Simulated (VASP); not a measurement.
# TaN (P3m1) in VASP: single point with PBE

Aim: the single point of TaN with PBE.

Everything below comes from runs of VASP 6.6.1. Logs are shortened: lines on timing, memory, paths and dates and some standing lists are left out, and cuts for length are marked.

### Step 1. The cell of the first run

It takes space group P3m1 (No. 156, trigonal). The conventional cell has a = 3.143 Å, b = 3.143 Å, c = 5.032 Å, α = 90.00°, β = 90.00°, γ = 120.00°. Ta (site symmetry 3m) has 3 N at 1.98 Å within 2.6 Å. N (site symmetry 3m) has 3 Ta at 1.98 Å within 2.6 Å.

### Step 2. Single point, PBE

Contents of INCAR:

```
SYSTEM = TaN
PREC     = Accurate       ! precision mode
ENCUT    = 700            ! plane-wave cutoff, eV
EDIFF    = 1E-6           ! SCF threshold, eV
ISMEAR   = 0              ! smearing method
SIGMA    = 0.02           ! smearing width, eV
LREAL    = .FALSE.        ! projectors in reciprocal space
LASPH    = .TRUE.         ! aspherical terms in the spheres
NELM     = 120            ! most SCF steps
ALGO     = Normal         ! electronic algorithm
ISIF     = 2              ! what is computed and relaxed
LWAVE    = .FALSE.        ! write WAVECAR
LCHARG   = .FALSE.        ! write CHGCAR
GGA      = PE             ! functional
NBANDS   = 16             ! bands
GGA_COMPAT= .FALSE.
```

Contents of KPOINTS:

```
Automatic mesh
0
G
  12 12 8
  0 0 0
```

Contents of POSCAR:

```
TaN
1.0
    3.1432890615      0.0000000000      0.0000000000
   -1.5716445308      2.7221681787      0.0000000000
    0.0000000000      0.0000000000      5.0323740314
Ta N
1 1
Direct
    0.3333333333      0.6666666667      0.8078798455
    0.6666666667      0.3333333333      0.6499118545
```

Potentials or basis: VASP PAW PBE potentials, release 64 (Ta_sv_GW, N).

Run with:

```bash
> cat potpaw_PBE.64/Ta_sv_GW/POTCAR potpaw_PBE.64/N/POTCAR > POTCAR
> mpirun -np 1 vasp_std > vasp.out
```

OUTCAR:

```text
SYSTEM = TaN
   PREC = Accurate
   ENCUT = 700
   EDIFF = 1E-6
   ISMEAR = 0
   LREAL = .FALSE.
   LASPH = .TRUE.
   NELM = 120
   ISIF = 2
   GGA = PE

 ion  position               nearest neighbor table
   1  0.333  0.667  0.808-   2 1.98   2 1.98   2 1.98
   2  0.667  0.333  0.650-   1 1.98   1 1.98   1 1.98

  LATTYP: Found a hexagonal cell.
 ALAT       =     3.1432890615
 C/A-ratio  =     1.6009898972

  Lattice vectors:

 A1 = (   3.1432890615,   0.0000000000,   0.0000000000)
 A2 = (  -1.5716445308,   2.7221681787,   0.0000000000)
 A3 = (   0.0000000000,   0.0000000000,   5.0323740314)

Analysis of symmetry for initial positions (statically):
=====================================================================
 Subroutine PRICEL returns:
 Original cell was already a primitive cell.

 Routine SETGRP: Setting up the symmetry group for a
 hexagonal supercell.

 Subroutine GETGRP returns: Found  6 space group operations
 (whereof  6 operations were pure point group operations)
 out of a pool of 24 trial point group operations.

The static configuration has the point symmetry C_3v.

Analysis of symmetry for dynamics (positions and initial velocities):
=====================================================================
 Subroutine PRICEL returns:
 Original cell was already a primitive cell.

 Routine SETGRP: Setting up the symmetry group for a
 hexagonal supercell.

 Subroutine GETGRP returns: Found  6 space group operations
 (whereof  6 operations were pure point group operations)
 out of a pool of 24 trial point group operations.

The dynamic configuration has the point symmetry C_3v.

 Subroutine INISYM returns: Found  6 space group operations
 (whereof  6 operations are pure point group operations),
 and found     1 'primitive' translations

----------------------------------------------------------------------------------------

                                     Primitive cell

  volume of cell :      43.0598

  direct lattice vectors                    reciprocal lattice vectors
     3.143289061  0.000000000  0.000000000     0.318138097  0.183677116  0.000000000
    -1.571644531  2.722168179  0.000000000     0.000000000  0.367354232  0.000000000
     0.000000000  0.000000000  5.032374031     0.000000000  0.000000000  0.198713369

  length of vectors
     3.143289061  3.143289062  5.032374031     0.367354232  0.367354232  0.198713369

  position of ions in fractional coordinates (direct lattice)
     0.333333333  0.666666667  0.807879845
     0.666666667  0.333333333  0.649911854

  ion indices of the primitive-cell ions
   primitive index   ion index
                 1           1
                 2           2

----------------------------------------------------------------------------------------

 KPOINTS: Automatic mesh

Automatic generation of k-mesh.
 Grid dimensions read from file:
 generate k-points for:   12   12    8

 Generating k-lattice:

  Cartesian coordinates                     Fractional coordinates (reciprocal lattice)
     0.026511508  0.015306426  0.000000000     0.083333333 -0.000000000  0.000000000
     0.000000000  0.030612853  0.000000000     0.000000000  0.083333333  0.000000000
     0.000000000  0.000000000  0.024839171     0.000000000  0.000000000  0.125000000

  Length of vectors
     0.030612853  0.030612853  0.024839171

  Shift w.r.t. Gamma in fractional coordinates (k-lattice)
     0.000000000  0.000000000  0.000000000

 Subroutine IBZKPT returns following result:
 ===========================================

 Found    131 irreducible k-points:

 Following reciprocal coordinates:
            Coordinates               Weight
  0.000000  0.000000  0.000000      1.000000
  0.083333 -0.000000  0.000000      6.000000
  0.166667 -0.000000  0.000000      6.000000
  0.250000  0.000000  0.000000      6.000000
  0.333333 -0.000000  0.000000      6.000000
  0.416667 -0.000000  0.000000      6.000000
[... 16 lines left out ...]
  0.166667 -0.000000  0.125000      6.000000
  0.000000  0.166667  0.125000      6.000000
 [... further k-points ...]
   k-points           NKPTS =    131   k-points in BZ     NKDIM =    131   number of bands    NBANDS=     16
   number of dos      NEDOS =    301   number of ions     NIONS =      2
   total plane-waves  NPLWV =  37632
   dimension x,y,z NGX =    28 NGY =   28 NGZ =   48
   dimension x,y,z NGXF=    56 NGYF=   56 NGZF=   96
   ions per type =               1   1
   NGX,Y,Z   is equivalent  to a cutoff of  14.81, 14.81, 15.86 a.u.
   NGXF,Y,Z  is equivalent  to a cutoff of  29.62, 29.62, 31.71 a.u.
 SYSTEM =  TaN
   PREC   = accura    normal or accurate (medium, high low for compatibility)
   ISTART =      0    job   : 0-new  1-cont  2-samecut
   ICHARG =      2    charge: 1-file 2-atom 10-const
   ISPIN  =      1    spin polarized calculation?
   LNONCOLLINEAR =      F non collinear calculations
   LSORBIT =      F    spin-orbit coupling
   LASPH  =      T    aspherical Exc in radial PAW
   ENCUT  =  700.0 eV  51.45 Ry    7.17 a.u.   6.78  6.78 10.86*2*pi/ulx,y,z
   NELM   =    120;   NELMIN=  2; NELMDL= -5     # of ELM steps
   EDIFF  = 0.1E-05   stopping-criterion for ELM
   LREAL  =      F    real-space projection
   EDIFFG = 0.1E-04   stopping-criterion for IOM
   NSW    =      0    number of steps for IOM
   IBRION =     -1    ionic relax: 0-MD 1-quasi-New 2-CG
   NFREE  =      0    steps in history (QN), initial steepest desc. (CG)
   ISIF   =      2    stress and relaxation
   ISYM   =      2    0-nonsym 1-usesym 2-fastsym
   POTIM  = 0.5000    time-step for ionic-motion
   TEBEG  =    0.0;   TEEND  =   0.0 temperature during run
   PSTRESS=    0.0 pullay stress
   NELECT =      18.0000    total number of electrons
   NUPDOWN=      -1.0000    fix difference up-down
   EMIN   =  10.00;   EMAX   =-10.00  energy-range for DOS
   EFERMI =   0.00;   METHOD = LEGACY
   ISMEAR =     0;   SIGMA  =   0.02  broadening in eV -4-tet -1-fermi 0-gaus
   EFERMI_NEDOS =   21; number of points for ismear=-14 and -15
   IALGO  =     38    algorithm
   IMIX   =      4    mixing-type and parameters
     AMIX     =   0.40;   BMIX     =  1.00
     AMIX_MAG =   1.60;   BMIX_MAG =  1.00
  volume/ion in A,a.u.               =      21.53       145.29
  Fermi-wavevector in a.u.,A,eV,Ry     =   1.224076  2.313168 20.386443  1.498361
  Thomas-Fermi vector in A             =   2.359163
   LORBIT       =      0    0 simple, 1 ext, 2 COOP (PROOUT), +10 PAW based schemes
   GGA     = PE    functional components
   LHFCALC =     F    Hartree Fock is set to
   AEXX    =    0.0000 exact exchange contribution
   IVDW    =     0    specifies the selected vdW correction
   LEPSILON=     F    determine dielectric tensor
   LRPA    =     F    only Hartree local field effects (RPA)
 non-spin polarized calculation
 Gauss-broadening in eV      SIGMA  =   0.02
  energy-cutoff  :      700.00
  volume of cell :       43.06
 maximum number of plane-waves:      1833
   NGX = 13   NGY = 13   NGZ = 21

 number of electron      18.0000000 magnetization

 Free energy of the ion-electron system (eV)
  ---------------------------------------------------
  ext. energy  EPLUGINS =         0.00000000
  ---------------------------------------------------
  free energy    TOTEN  =       -22.63776301 eV

  energy without entropy =      -22.63776301  energy(sigma->0) =      -22.63776301

 E-fermi :   3.9860     XC(G=0):  -9.2565

 val. band max:        3.8918489641   @ k =   0.2500   0.1667   0.3750
 cond. band min:       4.4180028885   @ k =   0.2500   0.2500   0.0000
 fundamental gap:      0.5261539244
 Fermi energy:         3.9860362765

 k-point     1 :       0.0000    0.0000    0.0000
  band No.  band energies     occupation
      1     -64.6796      2.00000
      2     -31.2382      2.00000
      3     -30.9070      2.00000
      4     -30.9070      2.00000
      5     -11.7011      2.00000
      6      -1.4092      2.00000
[... 8 lines left out ...]
     15      11.1020      0.00000
     16      12.1793      0.00000

 k-point     2 :       0.0833   -0.0000    0.0000
  band No.  band energies     occupation
      1     -64.6774      2.00000
      2     -31.2334      2.00000
      3     -30.9494      2.00000
      4     -30.9164      2.00000
      5     -11.6161      2.00000
      6      -1.5843      2.00000
[... 8 lines left out ...]
     15      11.3894      0.00000
     16      12.5296      0.00000

 k-point     3 :       0.1667   -0.0000    0.0000
  band No.  band energies     occupation
      1     -64.6713      2.00000
      2     -31.2225      2.00000
      3     -31.0612      2.00000
      4     -30.9421      2.00000
      5     -11.3958      2.00000
      6      -1.8958      2.00000
[... 8 lines left out ...]
     15      11.9940      0.00000
     16      13.1100      0.00000

 k-point     4 :       0.2500    0.0000    0.0000
  band No.  band energies     occupation
      1     -64.6630      2.00000
      2     -31.2503      2.00000
      3     -31.1673      2.00000
      4     -30.9769      2.00000
      5     -11.1261      2.00000
      6      -2.1389      2.00000
[... 8 lines left out ...]
     15      13.0390      0.00000
     16      13.3344      0.00000
[... 324 lines left out ...]
 k-point    22 :       0.0000    0.0833    0.1250
  band No.  band energies     occupation
      1     -64.6774      2.00000
      2     -31.2335      2.00000
      3     -30.9494      2.00000
      4     -30.9164      2.00000
      5     -11.6137      2.00000
      6      -1.5971      2.00000
[... 8 lines left out ...]
     15      11.0907      0.00000
     16      13.0515      0.00000

 k-point    23 :       0.1667   -0.0000    0.1250
  band No.  band energies     occupation
      1     -64.6713      2.00000
      2     -31.2226      2.00000
      3     -31.0612      2.00000
      4     -30.9421      2.00000
      5     -11.3939      2.00000
      6      -1.8800      2.00000
[... 8 lines left out ...]
     15      11.5703      0.00000
     16      13.7332      0.00000

 k-point    24 :       0.0000    0.1667    0.1250
  band No.  band energies     occupation
      1     -64.6713      2.00000
      2     -31.2226      2.00000
      3     -31.0612      2.00000
      4     -30.9421      2.00000
      5     -11.3937      2.00000
      6      -1.9128      2.00000
[... 8 lines left out ...]
     15      11.6374      0.00000
     16      13.6608      0.00000

 [... further k-points ...]

------------------------ aborting loop because EDIFF is reached ----------------------------------------

  FORCE on cell =-STRESS in cart. coord.  units (eV):
  Direction    XX          YY          ZZ          XY          YZ          ZX
  --------------------------------------------------------------------------------------
  -------------------------------------------------------------------------------------
  Total        0.0296370      0.0296370     -0.0137549     -0.0000000      0.0000000      0.0000000
  in kB        1.1027371      1.1027371     -0.5117949     -0.0000000      0.0000000      0.0000000
  external PRESSURE =       0.5645598 kB  Pullay stress =       0.0000000 kB

 VOLUME and BASIS-vectors are now :
 -----------------------------------------------------------------------------
  energy-cutoff  :      700.00
  volume of cell :       43.06
      direct lattice vectors                 reciprocal lattice vectors
     3.143289061  0.000000000  0.000000000     0.318138097  0.183677116  0.000000000
    -1.571644531  2.722168179  0.000000000     0.000000000  0.367354232  0.000000000
     0.000000000  0.000000000  5.032374031     0.000000000  0.000000000  0.198713369

 POSITION                                       TOTAL-FORCE (eV/Angst)
 -----------------------------------------------------------------------------------
     -0.00000      1.81478      4.06555        -0.000000      0.000000      0.032473
      1.57164      0.90739      3.27060         0.000000     -0.000000     -0.032473
 -----------------------------------------------------------------------------------
    total drift:                                0.000000     -0.000000      0.000740

  FREE ENERGIE OF THE ION-ELECTRON SYSTEM (eV)
  ---------------------------------------------------
  free  energy   TOTEN  =       -22.6377630137 eV

  energy  without entropy=      -22.6377630137  energy(sigma->0) =      -22.63776301
```

Run time: 1.7 min. Hardware: 1 thread of Intel Xeon 6975P-C (Granite Rapids), shared host; peak memory 0.29 GiB.

Results:

| Item | Value |
| --- | --- |
| Free energy | -22.6378 eV |
| Pressure | 0.1 GPa |
| Largest force | 0.032 eV/Å |
| Band gap on the k mesh | 0.53 eV (least direct gap 0.63 eV) |

Forces on the atoms (eV/Å):
```
Ta   0.000  0.000  0.032
N    0.000  0.000 -0.032
```

Levels at points of the mesh, in eV from the valence-band top:
```
           k point  band 5  band 6  band 7  band 8  band 9  band 10  band 11  band 12  band 13  band 14
(0.00, 0.00, 0.00)  -15.59   -5.30   -5.30   -5.22   -1.46     1.80     1.80     3.71     6.69     6.69
(0.50, 0.00, 0.00)  -14.60   -6.12   -4.07   -3.26   -0.39     1.20     2.31     3.24     5.48     5.79
(0.00, 0.00, 0.50)  -15.58   -5.39   -5.30   -5.30   -0.78     1.78     1.78     3.11     5.45     6.67
(0.50, 0.00, 0.50)  -14.60   -6.14   -4.08   -3.30   -0.34     1.63     2.51     3.23     5.09     5.53
```

Caveat: spin-orbit coupling is left out, which moves the levels of the heavy elements. A k mesh can miss the band edges.
